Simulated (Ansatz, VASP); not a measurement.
## AgCl in VASP and in Ansatz

```
CELL_PARAMETERS angstrom
1.89308 -5.81122 0.00000
1.89308 5.81122 0.00000
0.00000 0.00000 3.89371
ATOMIC_POSITIONS crystal
Ag 0.39395 0.60605 0.75000
Ag 0.60605 0.39395 0.25000
Cl 0.86648 0.13352 0.25000
Cl 0.13352 0.86648 0.75000
```

Alike in both runs: functional PBE; k mesh 10 × 10 × 10; occupations gaussian, width 0.02 eV; no spin polarisation.

Ansatz relaxed the structure, and its values are those at the end. VASP's run is a single point on that final structure, the one shown.

|  | VASP | Ansatz |
| --- | --- | --- |
| version | VASP 6.6.1 | Ansatz 0.2.0 |
| potentials or method | VASP PAW PBE potentials, release 64 (Ag, Cl), cutoff 520 eV | scalar-relativistic, plane waves, PAW |
| valence electrons in the cell | 36 | 52 |

```csv
,VASP,Ansatz,Ansatz less VASP
gap on the k mesh at the Fermi level (eV),0.42,0.42,+0.001
least direct gap on the mesh (eV),2.08,2.08,-0.001
pressure (GPa),-0.1,0.0,+0.13
```

The functional is the same, so the differences come from potentials, cutoffs and numerics. VASP's potentials hold 36 valence electrons a cell and Ansatz's 52, so a difference there can come from the potentials and not from the codes.
